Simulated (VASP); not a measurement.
# AlCu (Pm-3m) in VASP: further runs

The runs below take AlCu through single point, with PBEsol.

All numbers are computed with VASP 6.6.1; they aren't measurements. Logs are shortened: lines on timing, memory, paths and dates and some standing lists are left out, and cuts for length are marked.

### 1 The cell of the first run

It takes space group Pm-3m (No. 221, cubic). Conventional cell: a = 2.720 Å, b = 2.720 Å, c = 2.720 Å, α = 90.00°, β = 90.00°, γ = 90.00°. Within 3.1 Å of Al (site symmetry m-3m) lie 8 Cu at 2.36 Å and 6 Al at 2.72 Å. Cu (site symmetry m-3m) has 8 Al at 2.36 Å and 6 Cu at 2.72 Å within 3.1 Å.

### 2 Single point, PBEsol (strain -0.080 along x and y, -0.080 along z)

Contents of INCAR:

```
SYSTEM = AlCu
PREC = Accurate
ENCUT = 520
EDIFF = 1E-6
ISMEAR = 0
SIGMA = 0.15
LREAL = .FALSE.
LASPH = .TRUE.
NELM = 100
ALGO = Normal
ISIF = 2
LWAVE = .FALSE.
LCHARG = .FALSE.
GGA = PS
NBANDS = 14
```

Contents of KPOINTS:

```
Automatic mesh
0
G
  20 20 20
  0 0 0
```

Contents of POSCAR:

```
AlCu
1.0
    2.7195234138      0.0000000000      0.0000000000
    0.0000000000      2.7195234138      0.0000000000
    0.0000000000      0.0000000000      2.7195234138
Al Cu
1 1
Direct
    0.0000000000      0.0000000000      0.0000000000
    0.5000000000      0.5000000000      0.5000000000
```

Potentials or basis: VASP PAW PBE potentials, release 64 (Al, Cu).

Run with:

```bash
> cat potpaw_PBE.64/Al/POTCAR potpaw_PBE.64/Cu/POTCAR > POTCAR
> mpirun -np 1 vasp_std > vasp.out
```

OUTCAR:

```text
SYSTEM = AlCu
   PREC = Accurate
   ENCUT = 520
   EDIFF = 1E-6
   ISMEAR = 0
   LREAL = .FALSE.
   LASPH = .TRUE.
   NELM = 100
   ISIF = 2
   GGA = PS

 ion  position               nearest neighbor table
   1  0.000  0.000  0.000-   2 2.36   2 2.36   2 2.36   2 2.36   2 2.36   2 2.36   2 2.36   2 2.36

   2  0.500  0.500  0.500-   1 2.36   1 2.36   1 2.36   1 2.36   1 2.36   1 2.36   1 2.36   1 2.36

  LATTYP: Found a simple cubic cell.
 ALAT       =     2.7195234138

  Lattice vectors:

 A1 = (   2.7195234138,   0.0000000000,   0.0000000000)
 A2 = (   0.0000000000,   2.7195234138,   0.0000000000)
 A3 = (   0.0000000000,   0.0000000000,   2.7195234138)

Analysis of symmetry for initial positions (statically):
=====================================================================
 Subroutine PRICEL returns:
 Original cell was already a primitive cell.

 Routine SETGRP: Setting up the symmetry group for a
 simple cubic supercell.

 Subroutine GETGRP returns: Found 48 space group operations
 (whereof 48 operations were pure point group operations)
 out of a pool of 48 trial point group operations.

The static configuration has the point symmetry O_h .

Analysis of symmetry for dynamics (positions and initial velocities):
=====================================================================
 Subroutine PRICEL returns:
 Original cell was already a primitive cell.

 Routine SETGRP: Setting up the symmetry group for a
 simple cubic supercell.

 Subroutine GETGRP returns: Found 48 space group operations
 (whereof 48 operations were pure point group operations)
 out of a pool of 48 trial point group operations.

The dynamic configuration has the point symmetry O_h .

 Subroutine INISYM returns: Found 48 space group operations
 (whereof 48 operations are pure point group operations),
 and found     1 'primitive' translations

----------------------------------------------------------------------------------------

                                     Primitive cell

  volume of cell :      20.1131

  direct lattice vectors                    reciprocal lattice vectors
     2.719523414  0.000000000  0.000000000     0.367711488  0.000000000  0.000000000
     0.000000000  2.719523414  0.000000000     0.000000000  0.367711488  0.000000000
     0.000000000  0.000000000  2.719523414     0.000000000  0.000000000  0.367711488

  length of vectors
     2.719523414  2.719523414  2.719523414     0.367711488  0.367711488  0.367711488

  position of ions in fractional coordinates (direct lattice)
     0.000000000  0.000000000  0.000000000
     0.500000000  0.500000000  0.500000000

  ion indices of the primitive-cell ions
   primitive index   ion index
                 1           1
                 2           2

----------------------------------------------------------------------------------------

 KPOINTS: Automatic mesh

Automatic generation of k-mesh.
 Grid dimensions read from file:
 generate k-points for:   20   20   20

 Generating k-lattice:

  Cartesian coordinates                     Fractional coordinates (reciprocal lattice)
     0.018385574  0.000000000  0.000000000     0.050000000  0.000000000  0.000000000
     0.000000000  0.018385574  0.000000000     0.000000000  0.050000000  0.000000000
     0.000000000  0.000000000  0.018385574     0.000000000  0.000000000  0.050000000

  Length of vectors
     0.018385574  0.018385574  0.018385574

  Shift w.r.t. Gamma in fractional coordinates (k-lattice)
     0.000000000  0.000000000  0.000000000

 Subroutine IBZKPT returns following result:
 ===========================================

 Found    286 irreducible k-points:

 Following reciprocal coordinates:
            Coordinates               Weight
  0.000000  0.000000  0.000000      1.000000
  0.050000  0.000000  0.000000      6.000000
  0.100000  0.000000  0.000000      6.000000
  0.150000  0.000000  0.000000      6.000000
  0.200000  0.000000  0.000000      6.000000
  0.250000  0.000000  0.000000      6.000000
[... 16 lines left out ...]
  0.150000  0.100000  0.000000     24.000000
  0.200000  0.100000  0.000000     24.000000
 [... further k-points ...]
   k-points           NKPTS =    286   k-points in BZ     NKDIM =    286   number of bands    NBANDS=     14
   number of dos      NEDOS =    301   number of ions     NIONS =      2
   total plane-waves  NPLWV =   8000
   dimension x,y,z NGX =    20 NGY =   20 NGZ =   20
   dimension x,y,z NGXF=    40 NGYF=   40 NGZF=   40
   ions per type =               1   1
   NGX,Y,Z   is equivalent  to a cutoff of  12.23, 12.23, 12.23 a.u.
   NGXF,Y,Z  is equivalent  to a cutoff of  24.45, 24.45, 24.45 a.u.
 SYSTEM =  AlCu
   PREC   = accura    normal or accurate (medium, high low for compatibility)
   ISTART =      0    job   : 0-new  1-cont  2-samecut
   ICHARG =      2    charge: 1-file 2-atom 10-const
   ISPIN  =      1    spin polarized calculation?
   LNONCOLLINEAR =      F non collinear calculations
   LSORBIT =      F    spin-orbit coupling
   LASPH  =      T    aspherical Exc in radial PAW
   ENCUT  =  520.0 eV  38.22 Ry    6.18 a.u.   5.06  5.06  5.06*2*pi/ulx,y,z
   NELM   =    100;   NELMIN=  2; NELMDL= -5     # of ELM steps
   EDIFF  = 0.1E-05   stopping-criterion for ELM
   LREAL  =      F    real-space projection
   EDIFFG = 0.1E-04   stopping-criterion for IOM
   NSW    =      0    number of steps for IOM
   IBRION =     -1    ionic relax: 0-MD 1-quasi-New 2-CG
   NFREE  =      0    steps in history (QN), initial steepest desc. (CG)
   ISIF   =      2    stress and relaxation
   ISYM   =      2    0-nonsym 1-usesym 2-fastsym
   POTIM  = 0.5000    time-step for ionic-motion
   TEBEG  =    0.0;   TEEND  =   0.0 temperature during run
   PSTRESS=    0.0 pullay stress
   NELECT =      14.0000    total number of electrons
   NUPDOWN=      -1.0000    fix difference up-down
   EMIN   =  10.00;   EMAX   =-10.00  energy-range for DOS
   EFERMI =   0.00;   METHOD = LEGACY
   ISMEAR =     0;   SIGMA  =   0.15  broadening in eV -4-tet -1-fermi 0-gaus
   EFERMI_NEDOS =   21; number of points for ismear=-14 and -15
   IALGO  =     38    algorithm
   IMIX   =      4    mixing-type and parameters
     AMIX     =   0.40;   BMIX     =  1.00
     AMIX_MAG =   1.60;   BMIX_MAG =  1.00
  volume/ion in A,a.u.               =      10.06        67.86
  Fermi-wavevector in a.u.,A,eV,Ry     =   1.450857  2.741723 28.640087  2.104987
  Thomas-Fermi vector in A             =   2.568421
   LORBIT       =      0    0 simple, 1 ext, 2 COOP (PROOUT), +10 PAW based schemes
   GGA     = PS    functional components
   LHFCALC =     F    Hartree Fock is set to
   AEXX    =    0.0000 exact exchange contribution
   IVDW    =     0    specifies the selected vdW correction
   LEPSILON=     F    determine dielectric tensor
   LRPA    =     F    only Hartree local field effects (RPA)
 non-spin polarized calculation
 Gauss-broadening in eV      SIGMA  =   0.15
  energy-cutoff  :      520.00
  volume of cell :       20.11
 maximum number of plane-waves:       554
   NGX = 11   NGY = 11   NGZ = 11

 number of electron      13.9999967 magnetization

 Free energy of the ion-electron system (eV)
  ---------------------------------------------------
  ext. energy  EPLUGINS =         0.00000000
  ---------------------------------------------------
  free energy    TOTEN  =        -7.89139753 eV

  energy without entropy =       -7.88524423  energy(sigma->0) =       -7.88832088

 E-fermi :  13.1792     XC(G=0): -13.0555

 val. band max:       13.1788601173   @ k =   0.4500   0.4500   0.3000
 cond. band min:      13.1866619688   @ k =   0.2000   0.1000   0.0000
 fundamental gap:      0.0078018515
 Fermi energy:        13.1791822544

 k-point     1 :       0.0000    0.0000    0.0000
  band No.  band energies     occupation
      1      -0.9658      2.00000
      2       6.3753      2.00000
      3       6.3753      2.00000
      4       8.0434      2.00000
      5       8.0434      2.00000
      6       8.0434      2.00000
      7      17.7569      0.00000
      8      17.7569      0.00000
      9      17.7569      0.00000
     10      19.8547      0.00000
     11      19.8547      0.00000
     12      27.9644      0.00000
     13      34.4766      0.00000
     14      34.4766      0.00000

 k-point     2 :       0.0500    0.0000    0.0000
  band No.  band energies     occupation
      1      -0.9140      2.00000
      2       6.3803      2.00000
      3       6.3856      2.00000
      4       8.0254      2.00000
      5       8.0254      2.00000
      6       8.0455      2.00000
      7      17.0009      0.00000
      8      17.8194      0.00000
      9      17.8194      0.00000
     10      19.8628      0.00000
     11      20.5644      0.00000
     12      28.1273      0.00000
     13      33.8244      0.00000
     14      33.8244      0.00000

 k-point     3 :       0.1000    0.0000    0.0000
  band No.  band energies     occupation
      1      -0.7589      2.00000
      2       6.3919      2.00000
      3       6.4157      2.00000
      4       7.9738      2.00000
      5       7.9738      2.00000
      6       8.0516      2.00000
      7      15.6960      0.00000
      8      18.0047      0.00000
      9      18.0047      0.00000
     10      19.8870      0.00000
     11      21.7195      0.00000
     12      28.6282      0.00000
     13      32.5950      0.00000
     14      32.5950      0.00000

 k-point     4 :       0.1500    0.0000    0.0000
  band No.  band energies     occupation
      1      -0.5020      2.00000
      2       6.3994      2.00000
      3       6.4631      2.00000
      4       7.8954      2.00000
      5       7.8954      2.00000
      6       8.0611      2.00000
      7      14.3413      0.00000
      8      18.3060      0.00000
      9      18.3060      0.00000
     10      19.9268      0.00000
     11      22.8061      0.00000
     12      29.4853      0.00000
     13      31.2705      0.00000
     14      31.2705      0.00000

 k-point     5 :       0.2000    0.0000    0.0000
  band No.  band energies     occupation
      1      -0.1457      2.00000
      2       6.3822      2.00000
      3       6.5235      2.00000
      4       7.7997      2.00000
      5       7.7997      2.00000
      6       8.0730      2.00000
      7      13.0420      1.80415
      8      18.7135      0.00000
      9      18.7135      0.00000
     10      19.9807      0.00000
     11      23.7411      0.00000
[... 276 lines left out ...]
 k-point    22 :       0.1000    0.1000    0.0000
  band No.  band energies     occupation
      1      -0.5532      2.00000
      2       6.4294      2.00000
      3       6.4407      2.00000
      4       7.8979      2.00000
      5       7.9719      2.00000
      6       7.9932      2.00000
      7      15.5354      0.00000
      8      16.3419      0.00000
      9      18.2520      0.00000
     10      20.8934      0.00000
     11      22.6991      0.00000
     12      29.1928      0.00000
     13      30.5626      0.00000
     14      32.4644      0.00000

 k-point    23 :       0.1500    0.1000    0.0000
  band No.  band energies     occupation
      1      -0.2979      2.00000
      2       6.4462      2.00000
      3       6.4850      2.00000
      4       7.8134      2.00000
      5       7.9024      2.00000
      6       7.9949      2.00000
      7      14.4477      0.00000
      8      16.3331      0.00000
      9      18.5527      0.00000
     10      21.1101      0.00000
     11      23.7323      0.00000
     12      29.2117      0.00000
     13      29.9680      0.00000
     14      31.3687      0.00000

 k-point    24 :       0.2000    0.1000    0.0000
  band No.  band energies     occupation
      1       0.0560      2.00000
      2       6.4354      2.00000
      3       6.5468      2.00000
      4       7.7137      2.00000
      5       7.8082      2.00000
      6       8.0068      2.00000
      7      13.1867      0.94378
      8      16.6338      0.00000
      9      18.9597      0.00000
     10      21.2449      0.00000
     11      24.7226      0.00000
     12      27.9651      0.00000
     13      30.0896      0.00000
     14      31.0236      0.00000

 [... further k-points ...]
[... 5 lines left out ...]
  --------------------------------------------------------------------------------------
  -------------------------------------------------------------------------------------
  Total        7.1773594      7.1773594      7.1773594     -0.0000000      0.0000000     -0.0000000
  in kB      571.7377497    571.7377497    571.7377497     -0.0000000      0.0000000     -0.0000000
  external PRESSURE =     571.7377497 kB  Pullay stress =       0.0000000 kB

 VOLUME and BASIS-vectors are now :
 -----------------------------------------------------------------------------
  energy-cutoff  :      520.00
  volume of cell :       20.11
      direct lattice vectors                 reciprocal lattice vectors
     2.719523414  0.000000000  0.000000000     0.367711488  0.000000000  0.000000000
     0.000000000  2.719523414  0.000000000     0.000000000  0.367711488  0.000000000
     0.000000000  0.000000000  2.719523414     0.000000000  0.000000000  0.367711488

 POSITION                                       TOTAL-FORCE (eV/Angst)
 -----------------------------------------------------------------------------------
      0.00000      0.00000      0.00000         0.000000      0.000000      0.000000
      1.35976      1.35976      1.35976         0.000000      0.000000      0.000000
 -----------------------------------------------------------------------------------
    total drift:                               -0.000000      0.000000     -0.000000

  FREE ENERGIE OF THE ION-ELECTRON SYSTEM (eV)
  ---------------------------------------------------
  free  energy   TOTEN  =        -7.8913975339 eV

  energy  without entropy=       -7.8852442346  energy(sigma->0) =       -7.88832088
```

Run time: 25 s. Hardware: 1 thread of Intel Xeon 6975P-C, shared host; peak memory 0.19 GiB.

Results:

```
Free energy            : -7.8914 eV
Pressure               : 57.2 GPa
Band gap on the k mesh : zero (band 7 reaches 17.76 eV, above the bottom of band 8 at 12.20 eV)
```

Caveat: the cell differs from its parent crystal (strain -0.080 along x and y, -0.080 along z); the PAW data sets were made with another functional, which shifts forces and pressure a little.

### 3 Single point, PBEsol (strain -0.040 along x and y, -0.040 along z)

Contents of INCAR:

```
PREC = Accurate
ENCUT = 520
EDIFF = 1E-7
ISMEAR = 0
SIGMA = 0.15
LREAL = False
LASPH = True
NELM = 60
ALGO = Fast
ISIF = 2
LWAVE = False
LCHARG = False
GGA = PS
NBANDS = 14
```

Contents of KPOINTS:

```
Automatic mesh
0
Gamma
  20 20 20
```

Contents of POSCAR:

```
AlCu
1.0
    2.8377635623      0.0000000000      0.0000000000
    0.0000000000      2.8377635623      0.0000000000
    0.0000000000      0.0000000000      2.8377635623
Al Cu
1 1
Direct
    0.0000000000      0.0000000000      0.0000000000
    0.5000000000      0.5000000000      0.5000000000
```

Potentials or basis: VASP PAW PBE potentials, release 64 (Al, Cu).

Run with:

```bash
> cat potpaw_PBE.64/Al/POTCAR potpaw_PBE.64/Cu/POTCAR > POTCAR
> mpirun -np 1 vasp_std > vasp.out
```

Wall time 44 s (1 thread of Intel Xeon 6975P-C, shared host); peak memory 0.21 GiB.

The run converged. Its results:

```
Free energy            : -8.5317 eV
Pressure               : 21.3 GPa
Band gap on the k mesh : zero (band 7 reaches 15.42 eV, above the bottom of band 8 at 10.27 eV)
```

Levels at points of the mesh, in eV from the Fermi level:
```csv
k point,band 5,band 6,band 7,band 8,band 9,band 10
"(0.00, 0.00, 0.00)",-4.56,-4.56,4.20,4.20,4.20,6.50
"(0.50, 0.00, 0.00)",-5.11,-4.49,-3.60,7.19,8.55,8.55
"(0.50, 0.50, 0.00)",-4.45,-4.45,-4.08,-0.95,0.29,11.64
"(0.50, 0.50, 0.50)",-4.06,0.30,0.30,0.30,2.51,2.51
```

Caveat: the cell differs from its parent crystal (strain -0.040 along x and y, -0.040 along z); the PAW data sets were made with another functional, which shifts forces and pressure a little.
